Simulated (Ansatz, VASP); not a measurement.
This is a calculation of TePb for VASP 6.6.1.

The input POSCAR:

```
TePb
1.0
    0.0000000000      3.2735180337      3.2735180337
    3.2735180337      0.0000000000      3.2735180337
    3.2735180337      3.2735180337      0.0000000000
Pb Te
1 1
Direct
    0.0000000000      0.0000000000      0.0000000000
    0.5000000000      0.5000000000      0.5000000000
```

INCAR.step1

```
SYSTEM = TePb
PREC = Accurate
ENCUT = 520
ISMEAR = -1
SIGMA = 0.05
LREAL = .False.
LASPH = .True.
NELM = 80
NBANDS = 17
GGA = PE
ALGO = Normal
EDIFF = 1E-4
LWAVE = .True.
LCHARG = .False.
```

Contents of INCAR.step2:

```
SYSTEM = TePb
PREC = Accurate
ENCUT = 520
EDIFF = 1E-7
ISMEAR = -1
SIGMA = 0.05
LREAL = .False.
LASPH = .True.
NELM = 80
ALGO = Normal
ISIF = 2
LWAVE = .False.
LCHARG = .False.
METAGGA = R2SCAN
LMIXTAU = .True.
IVDW = 13
VDW_S6 = 1.0
VDW_S8 = 0.6018749
VDW_A1 = 0.51559235
VDW_A2 = 5.77342911
NBANDS = 17
ISTART = 1
```

The input KPOINTS:

```
regular mesh
0
Gamma
  7 7 7
  0 0 0
```

Potentials or basis: VASP PAW PBE potentials, release 64 (Pb_d, Te).

The run is started by

```console
$ cat potpaw_PBE.64/Pb_d/POTCAR potpaw_PBE.64/Te/POTCAR > POTCAR
$ cp INCAR.step1 INCAR
$ mpirun -np 1 vasp_std > vasp.out
$ cp INCAR.step2 INCAR
$ mpirun -np 1 vasp_std > vasp.out
```

Task: Set up the same calculation for Ansatz 0.2.0. Potentials there: Ansatz PAW.

Result: As run (the cutoff follows the program's own potentials):

input.yaml

```yaml
crystal:
  lattice:
    - [0.0, 3.2735180337, 3.2735180337]
    - [3.2735180337, 0.0, 3.2735180337]
    - [3.2735180337, 3.2735180337, 0.0]
  atoms:
    - { symbol: Pb, position: [0.0, 0.0, 0.0] }
    - { symbol: Te, position: [0.5, 0.5, 0.5] }
hamiltonian:
  xc: r2scan
  pseudopotentials: { kind: paw }
  dispersion: d4
kpoints:
  mp_grid: { grid: [7, 7, 7] }
scf:
  occupations: { method: fermi_dirac, width: 0.05 }
output:
  forces: true
  stress: true
  eigenvalues: true
```

Potentials or basis: Ansatz PAW.

Command:

```sh
$ ansatz run input.yaml --threads 2 --pin off --max-ram 5120MiB --backend cpu --events-out ev --progress --plain --runs-dir out
```

Both were run:

|  | VASP | Ansatz | Ansatz less VASP |
| --- | --- | --- | --- |
| pressure (GPa) | -0.7 | -0.6 | +0.01 |

VASP's potentials were made for PBE, not for r2SCAN. VASP's potentials hold 20 valence electrons a cell and Ansatz's 30, so a difference there can come from the potentials and not from the codes.

Neither program's run includes spin-orbit coupling.
